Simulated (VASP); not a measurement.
**CuO: single point with LDA**

The system is CuO.

```
CELL_PARAMETERS angstrom
2.32613 -1.69981 0.00000
2.32613 1.69981 0.00000
-0.84432 0.00000 5.02392
ATOMIC_POSITIONS crystal
Cu 0.50000 0.00000 0.50000
Cu 0.00000 0.50000 0.00000
O 0.41840 0.58160 0.75000
O 0.58160 0.41840 0.25000
```

```yaml
Program: VASP 6.6.1
Task: single point
Functional: LDA
Potentials_or_basis: VASP PAW LDA potentials, release 64 (Cu_sv_GW, O)
Cutoff: 820 eV
k_mesh: 10 × 10 × 5
Occupations: fermi-dirac, width 0.05 eV
Spin: no spin polarisation
Dipole_correction: no
Further_INCAR_settings: ALGO = Normal; EDIFF = 1e-06; NBANDS = 33
```

```yaml
Pressure: -6.4 GPa
Largest_force: 0.383 eV/Å
Band_gap_on_the_k_mesh: zero (bands 25 and 26 overlap by 0.60 eV)
```

Forces on the atoms (eV/Å):
```
Cu   0.000  0.000  0.000
Cu   0.000  0.000  0.000
O    0.000 -0.383  0.000
O    0.000  0.383  0.000
```

Stress tensor (GPa, compression positive):
```
-7.16  0.00 -0.23
 0.00 -3.41  0.00
-0.23  0.00 -8.51
```

Levels at points of the mesh, in eV from the Fermi level:
```
           k point  band 23  band 24  band 25  band 26  band 27  band 28
(0.00, 0.00, 0.00)    -2.22    -1.68     0.23     0.97     1.78     5.94
(0.50, 0.00, 0.00)    -1.55    -1.45     0.00     0.25     4.70     6.28
(0.50, 0.50, 0.00)    -1.69    -1.24    -0.67     1.09     3.15     7.00
```

It took 3.6 min on 1 thread of Intel(R) Xeon(R) 6975P-C (Granite Rapids) (shared host), peak memory 0.42 GiB.

Caveat: the stress differs along the axes, from -9 to -3 GPa; semilocal functionals often make such compounds metallic where correlation or magnetic order opens a gap, which also shifts bond lengths. With open d or f shells a metallic result of LDA can be an artefact of self-interaction; +U or a hybrid may open a gap.
